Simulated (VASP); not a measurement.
# Cu (Im-3m) in VASP: single point with HSE06

Aim: the single point of Cu with HSE06.

All numbers are computed with VASP 6.6.1; they aren't measurements. Logs are shortened: lines on timing, memory, paths and dates and some standing lists are left out, and cuts for length are marked.

## 1. The cell of the first run

The structure is cubic, space group Im-3m (No. 229). Conventional cell: a = 2.886 Å, b = 2.886 Å, c = 2.886 Å, α = 90.00°, β = 90.00°, γ = 90.00°. Within 3.3 Å of Cu (site symmetry m-3m) lie 14 Cu at 2.50 to 2.89 Å.

This isn't the form of Cu at room conditions, which is fcc.

## 2. Single point, HSE06

POSCAR reads:

```
Cu
1.0
   -1.4428848942      1.4428848942      1.4428848942
    1.4428848942     -1.4428848942      1.4428848942
    1.4428848942      1.4428848942     -1.4428848942
Cu
1
Direct
    0.0000000000      0.0000000000      0.0000000000
```

INCAR.step1 reads:

```
PREC = Accurate
ENCUT = 520
EDIFF = 1E-5
ISMEAR = 0
SIGMA = 0.05
LREAL = False
LASPH = True
NELM = 60
ALGO = Normal
ISIF = 2
LWAVE = True
NBANDS = 12
GGA = PE
KPAR = 4
```

INCAR.step2 reads:

```
PREC = Accurate
ENCUT = 520
EDIFF = 1E-6
ISMEAR = 0
SIGMA = 0.05
LREAL = False
LASPH = True
NELM = 60
ALGO = Normal
ISIF = 2
LWAVE = False
LCHARG = True
GGA = PE
LHFCALC = True
HFSCREEN = 0.2079
PRECFOCK = Normal
LVHAR = True
NBANDS = 12
ISTART = 1
KPAR = 4
```

KPOINTS reads:

```
Automatic mesh
0
Gamma
  10 10 10
```

Potentials or basis: VASP PAW PBE potentials, release 64 (Cu).

Launch:

```console
$ cat potpaw_PBE.64/Cu/POTCAR > POTCAR
$ cp INCAR.step1 INCAR
$ mpirun -np 4 vasp_std > vasp.out
$ cp INCAR.step2 INCAR
$ mpirun -np 4 vasp_std > vasp.out
```

OUTCAR:

```text
PREC = Accurate
   ENCUT = 520
   EDIFF = 1E-6
   ISMEAR = 0
   LREAL = False
   LASPH = True
   NELM = 60
   ISIF = 2
   GGA = PE
   LHFCALC = True
   HFSCREEN = 0.2079
   PRECFOCK = Normal
   ISTART = 1

 ion  position               nearest neighbor table
   1  0.000  0.000  0.000-

  LATTYP: Found a body centered cubic cell.
 ALAT       =     2.8857697884

  Lattice vectors:

 A1 = (  -1.4428848942,   1.4428848942,   1.4428848942)
 A2 = (   1.4428848942,  -1.4428848942,   1.4428848942)
 A3 = (   1.4428848942,   1.4428848942,  -1.4428848942)

Analysis of symmetry for initial positions (statically):
=====================================================================
 Subroutine PRICEL returns:
 Original cell was already a primitive cell.

 Routine SETGRP: Setting up the symmetry group for a
 body centered cubic supercell.

 Subroutine GETGRP returns: Found 48 space group operations
 (whereof 48 operations were pure point group operations)
 out of a pool of 48 trial point group operations.

The static configuration has the point symmetry O_h .

Analysis of symmetry for dynamics (positions and initial velocities):
=====================================================================
 Subroutine PRICEL returns:
 Original cell was already a primitive cell.

 Routine SETGRP: Setting up the symmetry group for a
 body centered cubic supercell.

 Subroutine GETGRP returns: Found 48 space group operations
 (whereof 48 operations were pure point group operations)
 out of a pool of 48 trial point group operations.

The dynamic configuration has the point symmetry O_h .

 Subroutine INISYM returns: Found 48 space group operations
 (whereof 48 operations are pure point group operations),
 and found     1 'primitive' translations

----------------------------------------------------------------------------------------

                                     Primitive cell

  volume of cell :      12.0159

  direct lattice vectors                    reciprocal lattice vectors
    -1.442884894  1.442884894  1.442884894     0.000000000  0.346527988  0.346527988
     1.442884894 -1.442884894  1.442884894     0.346527988  0.000000000  0.346527988
     1.442884894  1.442884894 -1.442884894     0.346527988  0.346527988  0.000000000

  length of vectors
     2.499149946  2.499149946  2.499149946     0.490064581  0.490064581  0.490064581

  position of ions in fractional coordinates (direct lattice)
     0.000000000  0.000000000  0.000000000

  ion indices of the primitive-cell ions
   primitive index   ion index
                 1           1

----------------------------------------------------------------------------------------

 KPOINTS: Automatic mesh

Automatic generation of k-mesh.
 Grid dimensions read from file:
 generate k-points for:   10   10   10

 Generating k-lattice:

  Cartesian coordinates                     Fractional coordinates (reciprocal lattice)
     0.000000000  0.034652799  0.034652799     0.100000000  0.000000000  0.000000000
     0.034652799  0.000000000  0.034652799     0.000000000  0.100000000  0.000000000
     0.034652799  0.034652799  0.000000000     0.000000000  0.000000000  0.100000000

  Length of vectors
     0.049006458  0.049006458  0.049006458

  Shift w.r.t. Gamma in fractional coordinates (k-lattice)
     0.000000000  0.000000000  0.000000000

 Subroutine IBZKPT returns following result:
 ===========================================

 Found     47 irreducible k-points:

 Following reciprocal coordinates:
            Coordinates               Weight
  0.000000  0.000000  0.000000      1.000000
  0.100000  0.000000  0.000000     12.000000
  0.200000  0.000000  0.000000     12.000000
  0.300000  0.000000  0.000000     12.000000
  0.400000  0.000000  0.000000     12.000000
  0.500000  0.000000  0.000000      6.000000
[... 16 lines left out ...]
  0.300000  0.300000  0.100000      8.000000
 -0.300000  0.300000  0.100000     24.000000
 [... further k-points ...]
   k-points           NKPTS =     47   k-points in BZ     NKDIM =   1000   number of bands    NBANDS=     12
   number of dos      NEDOS =    301   number of ions     NIONS =      1
   total plane-waves  NPLWV =   8000
   dimension x,y,z NGX =    20 NGY =   20 NGZ =   20
   dimension x,y,z NGXF=    40 NGYF=   40 NGZF=   40
   ions per type =               1
   NGX,Y,Z   is equivalent  to a cutoff of  13.30, 13.30, 13.30 a.u.
   NGXF,Y,Z  is equivalent  to a cutoff of  26.61, 26.61, 26.61 a.u.
 SYSTEM =  unknown system
   PREC   = accura    normal or accurate (medium, high low for compatibility)
   ISTART =      1    job   : 0-new  1-cont  2-samecut
   ICHARG =      0    charge: 1-file 2-atom 10-const
   ISPIN  =      1    spin polarized calculation?
   LNONCOLLINEAR =      F non collinear calculations
   LSORBIT =      F    spin-orbit coupling
   LASPH  =      T    aspherical Exc in radial PAW
   ENCUT  =  520.0 eV  38.22 Ry    6.18 a.u.   4.65  4.65  4.65*2*pi/ulx,y,z
   NELM   =     60;   NELMIN=  2; NELMDL=  0     # of ELM steps
   EDIFF  = 0.1E-05   stopping-criterion for ELM
   LREAL  =      F    real-space projection
   EDIFFG = 0.1E-04   stopping-criterion for IOM
   NSW    =      0    number of steps for IOM
   IBRION =     -1    ionic relax: 0-MD 1-quasi-New 2-CG
   NFREE  =      0    steps in history (QN), initial steepest desc. (CG)
   ISIF   =      2    stress and relaxation
   ISYM   =      3    0-nonsym 1-usesym 2-fastsym
   POTIM  = 0.5000    time-step for ionic-motion
   TEBEG  =    0.0;   TEEND  =   0.0 temperature during run
   PSTRESS=    0.0 pullay stress
   NELECT =      11.0000    total number of electrons
   NUPDOWN=      -1.0000    fix difference up-down
   EMIN   =  10.00;   EMAX   =-10.00  energy-range for DOS
   EFERMI =   0.00;   METHOD = LEGACY
   ISMEAR =     0;   SIGMA  =   0.05  broadening in eV -4-tet -1-fermi 0-gaus
   EFERMI_NEDOS =   21; number of points for ismear=-14 and -15
   IALGO  =     38    algorithm
   IMIX   =      1    mixing-type and parameters
     AMIX     =   0.40;   BMIX     =  1.00
     AMIX_MAG =   1.60;   BMIX_MAG =  1.00
  volume/ion in A,a.u.               =      12.02        81.09
  Fermi-wavevector in a.u.,A,eV,Ry     =   1.589598  3.003905 34.379508  2.526823
  Thomas-Fermi vector in A             =   2.688423
   LORBIT       =      0    0 simple, 1 ext, 2 COOP (PROOUT), +10 PAW based schemes
   GGA     = PE    functional components
   LHFCALC =     T    Hartree Fock is set to
   PRECFOCK=normal    Normal, Fast or Accurate (Low or Medium for compatibility)
   ENCUT4O =  -1.0   cutoff for four orbital integrals eV
   NKREDX  =     1    reduce k-point grid by
   NKREDY  =     1    reduce k-point grid by
   NKREDZ  =     1    reduce k-point grid by
   AEXX    =    0.2500 exact exchange contribution
   HFSCREEN=    0.2079 screening length (either q_TF or 0.3 A-1)
   HFSCREENC=   0.2079 screening length for correlation (either q_TF or 0.3 A-1)
   ENCUTFOCK=  -1.0 apply spherical cutoff to Coloumb kernel
   IVDW    =     0    specifies the selected vdW correction
   LEPSILON=     F    determine dielectric tensor
   LRPA    =     F    only Hartree local field effects (RPA)
 non-spin polarized calculation
 Gauss-broadening in eV      SIGMA  =   0.05
  energy-cutoff  :      520.00
  volume of cell :       12.02
 maximum number of plane-waves:       335
  NGX = 14; NGY = 14; NGZ = 14

 number of electron      11.0000003 magnetization

 Free energy of the ion-electron system (eV)
  ---------------------------------------------------
  ext. energy  EPLUGINS =         0.00000000
  ---------------------------------------------------
  free energy    TOTEN  =        -3.58194094 eV

  energy without entropy =       -3.58081696  energy(sigma->0) =       -3.58137895

 E-fermi :   6.9976     XC(G=0): -10.2332

 val. band max:        6.9759864681   @ k =   0.4000   0.1000   0.0000
 cond. band min:       7.1792142926   @ k =  -0.3000   0.4000   0.2000
 fundamental gap:      0.2032278245
 Fermi energy:         6.9975636549

 k-point     1 :       0.0000    0.0000    0.0000
  band No.  band energies     occupation
      1      -3.0501      2.00000
      2       2.6420      2.00000
      3       2.6420      2.00000
      4       2.6420      2.00000
      5       3.6560      2.00000
      6       3.6560      2.00000
      7      33.2464      0.00000
      8      33.2464      0.00000
      9      33.2464      0.00000
     10      37.1756      0.00000
     11      37.1756      0.00000
     12      37.1756      0.00000

 k-point     2 :       0.1000    0.0000    0.0000
  band No.  band energies     occupation
      1      -2.6228      2.00000
      2       2.5691      2.00000
      3       2.6421      2.00000
      4       2.8027      2.00000
      5       3.5920      2.00000
      6       3.6666      2.00000
      7      29.8463      0.00000
      8      32.1266      0.00000
      9      32.4994      0.00000
     10      34.1026      0.00000
     11      34.8943      0.00000
     12      35.6005      0.00000

 k-point     3 :       0.2000    0.0000    0.0000
  band No.  band energies     occupation
      1      -1.4138      2.00000
      2       2.3808      2.00000
      3       2.6373      2.00000
      4       3.2436      2.00000
      5       3.5102      2.00000
      6       3.7003      2.00000
      7      24.4633      0.00000
      8      29.6423      0.00000
      9      30.9191      0.00000
     10      31.3363      0.00000
     11      33.6583      0.00000
     12      36.6839      0.00000
[... 286 lines left out ...]
 k-point    23 :       0.3000    0.3000    0.1000
  band No.  band energies     occupation
      1       1.6922      2.00000
      2       2.2611      2.00000
      3       2.2611      2.00000
      4       3.8232      2.00000
      5       3.8232      2.00000
      6      12.7630      0.00000
      7      12.7630      0.00000
      8      14.7245      0.00000
      9      20.7517      0.00000
     10      40.0920      0.00000
     11      40.0920      0.00000
     12      45.2841      0.00000

 k-point    24 :      -0.3000    0.3000    0.1000
  band No.  band energies     occupation
      1       0.4135      2.00000
      2       2.3227      2.00000
      3       2.7124      2.00000
      4       3.3897      2.00000
      5       3.8057      2.00000
      6       4.2262      2.00000
      7      19.5746      0.00000
      8      25.8901      0.00000
      9      26.5544      0.00000
     10      32.7850      0.00000
     11      33.3791      0.00000
     12      35.9807      0.00000

 [... further k-points ...]

------------------------ aborting loop because EDIFF is reached ----------------------------------------

  FORCE on cell =-STRESS in cart. coord.  units (eV):
  Direction    XX          YY          ZZ          XY          YZ          ZX
  --------------------------------------------------------------------------------------
  -------------------------------------------------------------------------------------
  Total        0.0129886      0.0129886      0.0129886      0.0000000      0.0000000      0.0000000
  in kB        1.7318869      1.7318869      1.7318869      0.0000000      0.0000000      0.0000000
  external PRESSURE =       1.7318869 kB  Pullay stress =       0.0000000 kB

 VOLUME and BASIS-vectors are now :
 -----------------------------------------------------------------------------
  energy-cutoff  :      520.00
  volume of cell :       12.02
      direct lattice vectors                 reciprocal lattice vectors
    -1.442884894  1.442884894  1.442884894     0.000000000  0.346527988  0.346527988
     1.442884894 -1.442884894  1.442884894     0.346527988  0.000000000  0.346527988
     1.442884894  1.442884894 -1.442884894     0.346527988  0.346527988  0.000000000

 POSITION                                       TOTAL-FORCE (eV/Angst)
 -----------------------------------------------------------------------------------
      0.00000      0.00000      0.00000         0.000000     -0.000000      0.000000
 -----------------------------------------------------------------------------------
    total drift:                                0.000004     -0.000012     -0.000007

  FREE ENERGIE OF THE ION-ELECTRON SYSTEM (eV)
  ---------------------------------------------------
  free  energy   TOTEN  =        -3.5819409439 eV

  energy  without entropy=       -3.5808169616  energy(sigma->0) =       -3.58137895
```

It took 32 min on 4 MPI ranks of Oxide Virtual Turin-like, shared host; peak memory 0.2 GiB.

What came out:

| Property | Result |
| --- | --- |
| Free energy | -3.5819 eV |
| Pressure | 0.2 GPa |
| Band gap on the k mesh | zero (an odd number of electrons rules out a gap without spin polarisation) |

Caveat: the PAW data sets were made with another functional, which shifts forces and pressure a little.

The gap in the log of VASP goes by the Fermi energy; the results here count the filled bands.